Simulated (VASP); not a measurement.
# WSe2 (P6_3/mmc) in VASP: a series of runs, part 2 of 2

VASP 6.6.1.

## (3) Relaxation of cell and atoms, LDA

This run uses another cell than the first one, of 20.26 Å³/atom.

INCAR reads:

```
SYSTEM = WSe2
  PREC = Accurate
  ENCUT = 600
  EDIFF = 1E-6
  ISMEAR = 0
  SIGMA = 0.01
  LREAL = .False.
  LASPH = .True.
  NELM = 80
  ALGO = Normal
  ISIF = 3
  LWAVE = .False.
  LCHARG = .False.
  GGA = CA
  IBRION = 2
  NSW = 80
  EDIFFG = -0.001
```

KPOINTS reads:

```
Automatic mesh
0
Gamma
  12 12 3
  0 0 0
```

POSCAR reads:

```
WSe2
1.0
    3.2899984505      0.0000000000      0.0000000000
   -1.6449992252      2.8492222365      0.0000000000
    0.0000000000      0.0000000000     12.9700000000
W Se
2 4
Direct
    0.3333333333      0.6666666667      0.2500000000
    0.6666666667      0.3333333333      0.7500000000
    0.3333333333      0.6666666667      0.6210000000
    0.6666666667      0.3333333333      0.1210000000
    0.3333333333      0.6666666667      0.8790000000
    0.6666666667      0.3333333333      0.3790000000
```

Potentials or basis: VASP PAW LDA potentials, release 64 (W_sv, Se).

On the command line:

```bash
> cat potpaw_LDA.64/W_sv/POTCAR potpaw_LDA.64/Se/POTCAR > POTCAR
> mpirun -np 1 vasp_std > vasp.out
```

OUTCAR:

```text
SYSTEM = WSe2
   PREC = Accurate
   ENCUT = 600
   EDIFF = 1E-6
   ISMEAR = 0
   LREAL = .False.
   LASPH = .True.
   NELM = 80
   ISIF = 3
   GGA = CA
   IBRION = 2
   NSW = 80
   EDIFFG = -0.001

 ion  position               nearest neighbor table
   1  0.333  0.667  0.250-   4 2.53   6 2.53   4 2.53   6 2.53   4 2.53   6 2.53
   2  0.667  0.333  0.750-   3 2.53   5 2.53   3 2.53   5 2.53   3 2.53   5 2.53
   3  0.333  0.667  0.621-   2 2.53   2 2.53   2 2.53
   4  0.667  0.333  0.121-   1 2.53   1 2.53   1 2.53
   5  0.333  0.667  0.879-   2 2.53   2 2.53   2 2.53
   6  0.667  0.333  0.379-   1 2.53   1 2.53   1 2.53

  LATTYP: Found a hexagonal cell.
 ALAT       =     3.2899984505
 C/A-ratio  =     3.9422510968

  Lattice vectors:

 A1 = (   3.2899984505,   0.0000000000,   0.0000000000)
 A2 = (  -1.6449992252,   2.8492222365,   0.0000000000)
 A3 = (   0.0000000000,   0.0000000000,  12.9700000000)

Analysis of symmetry for initial positions (statically):
=====================================================================
 Subroutine PRICEL returns:
 Original cell was already a primitive cell.

 Routine SETGRP: Setting up the symmetry group for a
 hexagonal supercell.

 Subroutine GETGRP returns: Found 24 space group operations
 (whereof 12 operations were pure point group operations)
 out of a pool of 24 trial point group operations.

The static configuration has the point symmetry D_3d.
 The point group associated with its full space group is D_6h.

Analysis of symmetry for dynamics (positions and initial velocities):
=====================================================================
 Subroutine PRICEL returns:
 Original cell was already a primitive cell.

 Routine SETGRP: Setting up the symmetry group for a
 hexagonal supercell.

 Subroutine GETGRP returns: Found 24 space group operations
 (whereof 12 operations were pure point group operations)
 out of a pool of 24 trial point group operations.

The dynamic configuration has the point symmetry D_3d.
 The point group associated with its full space group is D_6h.

 Subroutine INISYM returns: Found 24 space group operations
 (whereof 12 operations are pure point group operations),
 and found     1 'primitive' translations

----------------------------------------------------------------------------------------

                                     Primitive cell

  volume of cell :     121.5800

  direct lattice vectors                    reciprocal lattice vectors
     3.289998451  0.000000000  0.000000000     0.303951511  0.175486487  0.000000000
    -1.644999225  2.849222237  0.000000000     0.000000000  0.350972973  0.000000000
     0.000000000  0.000000000 12.970000000     0.000000000  0.000000000  0.077101002

  length of vectors
     3.289998451  3.289998450 12.970000000     0.350972973  0.350972973  0.077101002

  position of ions in fractional coordinates (direct lattice)
     0.333333333  0.666666667  0.250000000
     0.666666667  0.333333333  0.750000000
     0.333333333  0.666666667  0.621000000
     0.666666667  0.333333333  0.121000000
     0.333333333  0.666666667  0.879000000
     0.666666667  0.333333333  0.379000000

  ion indices of the primitive-cell ions
[... 72 lines left out ...]
   ICHARG =      2    charge: 1-file 2-atom 10-const
   ISPIN  =      1    spin polarized calculation?
   LNONCOLLINEAR =      F non collinear calculations
   LSORBIT =      F    spin-orbit coupling
   LASPH  =      T    aspherical Exc in radial PAW
   ENCUT  =  600.0 eV  44.10 Ry    6.64 a.u.   6.57  6.57 25.90*2*pi/ulx,y,z
   NELM   =     80;   NELMIN=  2; NELMDL= -5     # of ELM steps
   EDIFF  = 0.1E-05   stopping-criterion for ELM
   LREAL  =      F    real-space projection
   EDIFFG = -.1E-02   stopping-criterion for IOM
   NSW    =     80    number of steps for IOM
   IBRION =      2    ionic relax: 0-MD 1-quasi-New 2-CG
   NFREE  =      1    steps in history (QN), initial steepest desc. (CG)
   ISIF   =      3    stress and relaxation
   ISYM   =      2    0-nonsym 1-usesym 2-fastsym
   POTIM  = 0.5000    time-step for ionic-motion
   TEBEG  =    0.0;   TEEND  =   0.0 temperature during run
   PSTRESS=    0.0 pullay stress
   NELECT =      52.0000    total number of electrons
   NUPDOWN=      -1.0000    fix difference up-down
   EMIN   =  10.00;   EMAX   =-10.00  energy-range for DOS
   EFERMI =   0.00;   METHOD = LEGACY
   ISMEAR =     0;   SIGMA  =   0.01  broadening in eV -4-tet -1-fermi 0-gaus
   EFERMI_NEDOS =   21; number of points for ismear=-14 and -15
   IALGO  =     38    algorithm
   IMIX   =      4    mixing-type and parameters
     AMIX     =   0.40;   BMIX     =  1.00
     AMIX_MAG =   1.60;   BMIX_MAG =  1.00
  volume/ion in A,a.u.               =      20.26       136.74
  Fermi-wavevector in a.u.,A,eV,Ry     =   1.233451  2.330885 20.699927  1.521402
  Thomas-Fermi vector in A             =   2.368181
   LORBIT       =      0    0 simple, 1 ext, 2 COOP (PROOUT), +10 PAW based schemes
   GGA     = CA    functional components
   LHFCALC =     F    Hartree Fock is set to
   AEXX    =    0.0000 exact exchange contribution
   IVDW    =     0    specifies the selected vdW correction
   LEPSILON=     F    determine dielectric tensor
   LRPA    =     F    only Hartree local field effects (RPA)
 conjugate gradient relaxation of ions
 non-spin polarized calculation
 Gauss-broadening in eV      SIGMA  =   0.01
  energy-cutoff  :      600.00
  volume of cell :      121.58
 maximum number of plane-waves:      4119
 NGX is ok and might be reduce to    28
   NGX = 13   NGY = 13   NGZ = 51

--------------------------------------- Ionic step        1  -------------------------------------------

 number of electron      51.9999997 magnetization

 Free energy of the ion-electron system (eV)
  ---------------------------------------------------
  ext. energy  EPLUGINS =         0.00000000
  ---------------------------------------------------
  free energy    TOTEN  =       -48.46163848 eV

  energy without entropy =      -48.46163848  energy(sigma->0) =      -48.46163848

------------------------ aborting loop because EDIFF is reached ----------------------------------------

  FORCE on cell =-STRESS in cart. coord.  units (eV):
  Direction    XX          YY          ZZ          XY          YZ          ZX
  --------------------------------------------------------------------------------------
  -------------------------------------------------------------------------------------
  Total       -2.6493065     -2.6493065     -2.2033688     -0.0000000     -0.0000000      0.0000000
  in kB      -34.9124870    -34.9124870    -29.0359331     -0.0000000     -0.0000000      0.0000000
  external PRESSURE =     -32.9536357 kB  Pullay stress =       0.0000000 kB
[... 101 lines left out ...]
  FREE ENERGIE OF THE ION-ELECTRON SYSTEM (eV)
  ---------------------------------------------------
  free  energy   TOTEN  =       -48.4890069262 eV

  energy  without entropy=      -48.4890069262  energy(sigma->0) =      -48.48900693

[... ionic steps 4 to 29 ...]

--------------------------------------- Ionic step       30  -------------------------------------------

 number of electron      52.0000000 magnetization

------------------------ aborting loop because EDIFF is reached ----------------------------------------
[... 75 lines left out ...]
--------------------------------------- Ionic step       32  -------------------------------------------

 number of electron      52.0000000 magnetization

 Free energy of the ion-electron system (eV)
  ---------------------------------------------------
  ext. energy  EPLUGINS =         0.00000000
  ---------------------------------------------------
  free energy    TOTEN  =       -48.49413775 eV

  energy without entropy =      -48.49413775  energy(sigma->0) =      -48.49413775

 E-fermi :   6.7644     XC(G=0): -11.1797

 val. band max:        6.6223544072   @ k =   0.0000   0.0000   0.0000
 cond. band min:       7.4947350931   @ k =   0.1667   0.1667   0.0000
 fundamental gap:      0.8723806859
 Fermi energy:         6.7644129732

 k-point     1 :       0.0000    0.0000    0.0000
  band No.  band energies     occupation
      1     -67.2217      2.00000
      2     -67.2217      2.00000
      3     -31.7629      2.00000
      4     -31.7628      2.00000
      5     -31.5928      2.00000
      6     -31.5928      2.00000
[... 805 lines left out ...]
     30       8.7110      0.00000
     31       9.5945      0.00000

 [... further k-points ...]

------------------------ aborting loop because EDIFF is reached ----------------------------------------

  FORCE on cell =-STRESS in cart. coord.  units (eV):
  Direction    XX          YY          ZZ          XY          YZ          ZX
  --------------------------------------------------------------------------------------
  -------------------------------------------------------------------------------------
  Total       -0.0010650     -0.0010650     -0.0026524     -0.0000000     -0.0000000      0.0000000
  in kB       -0.0144964     -0.0144964     -0.0361034     -0.0000000     -0.0000000      0.0000000
  external PRESSURE =      -0.0216987 kB  Pullay stress =       0.0000000 kB
[... 21 lines left out ...]
  FREE ENERGIE OF THE ION-ELECTRON SYSTEM (eV)
  ---------------------------------------------------
  free  energy   TOTEN  =       -48.4941377536 eV

  energy  without entropy=      -48.4941377536  energy(sigma->0) =      -48.49413775

 reached required accuracy - stopping structural energy minimisation
```

Wall time 38 min (1 thread of Oxide Virtual Turin-like, shared host); peak memory 0.3 GiB.

Results:

```
Free energy                           : -48.4941 eV
Relaxed volume                        : 19.62 Å³/atom
Relaxed cell                          : a = 3.255 Å, b = 3.255 Å, c = 12.827 Å, α = 90.00°, β = 90.00°, γ = 120.00°
Space group after relaxing (to 0.1 Å) : P6_3/mmc (No. 194)
Energy gained by relaxing             : 5.4 meV/atom
Ionic steps                           : 32
Pressure after relaxing               : 0.0 GPa
Band gap on the k mesh                : 0.87 eV (least direct gap 1.61 eV)
```

Step by step:
```csv
step,energy change (eV),largest force (eV/Å),pressure (GPa),volume (Å³)
1,0.0000,0.2611,-3.30,121.58
2,0.0961,1.0338,7.52,114.39
3,-0.0274,0.1254,-0.14,119.21
4,-0.0274,0.1338,-0.08,119.17
5,-0.0312,0.0321,-0.03,118.66
6,-0.0312,0.0283,-0.03,118.64
7,-0.0314,0.0221,-0.03,118.57
8,-0.0319,0.0060,-0.11,118.36
9,-0.0324,0.0263,-0.24,117.94
10,-0.0325,0.0116,-0.11,117.80
11,-0.0325,0.0020,-0.03,117.71
12,-0.0325,0.0003,-0.02,117.69
13,-0.0325,0.0031,0.01,117.67
14,-0.0325,0.0010,0.01,117.69
15,-0.0325,0.0004,0.00,117.69
16,-0.0325,0.0049,-0.03,117.70
17,-0.0325,0.0039,-0.02,117.70
18,-0.0325,0.0022,-0.03,117.69
19,-0.0325,0.0015,-0.01,117.69
20,-0.0325,0.0010,-0.02,117.69
21,-0.0325,0.0003,0.01,117.67
22,-0.0325,0.0005,0.01,117.67
23,-0.0325,0.0036,0.01,117.68
24,-0.0325,0.0012,0.00,117.68
25,-0.0325,0.0010,0.01,117.67
26,-0.0325,0.0008,0.01,117.67
27,-0.0325,0.0008,0.01,117.67
28,-0.0325,0.0008,0.01,117.67
29,-0.0325,0.0012,0.02,117.68
30,-0.0325,0.0027,0.00,117.70
31,-0.0325,0.0017,-0.01,117.70
32,-0.0325,0.0007,0.00,117.71
```

Final structure:
```xyz
6
Lattice="3.2552 0.0000 0.0000 -1.6276 2.8191 0.0000 0.0000 0.0000 12.8269" Properties=species:S:1:pos:R:3 pbc="T T T"
W     0.0000    1.8794    3.2067
W     1.6276    0.9397    9.6202
Se    0.0000    1.8794    7.9498
Se    1.6276    0.9397    1.5364
Se    0.0000    1.8794   11.2905
Se    1.6276    0.9397    4.8771
```

Levels at points of the mesh, in eV from the valence-band top:
```
           k point  band 22  band 23  band 24  band 25  band 26  band 27  band 28  band 29  band 30  band 31
(0.00, 0.00, 0.00)    -1.49    -1.49    -1.26    -1.00     0.00     2.71     2.71     2.77     2.77     2.81
(0.50, 0.00, 0.00)    -2.45    -1.47    -1.31    -1.31    -1.03     2.19     2.23     2.29     2.73     2.93
```

Caveat: spin-orbit coupling is left out, which moves the levels of the heavy elements.

## (4) Comparison with measurements

Step 2. Against the measured gap of WSe2, 1.3 eV (indirect; “Time-resolved XUV ARPES with tunable 24–33 eV laser pulses at 30 meV resolution”, 2019, pmc:6684652), the calculated 0.88 eV is off by -0.42 eV. Spin-orbit coupling on Se, W is left out. The value is that of LDA on a finite k mesh, which can miss the band edges, without temperature or zero-point motion. Semilocal functionals fall short of measured gaps as a rule.
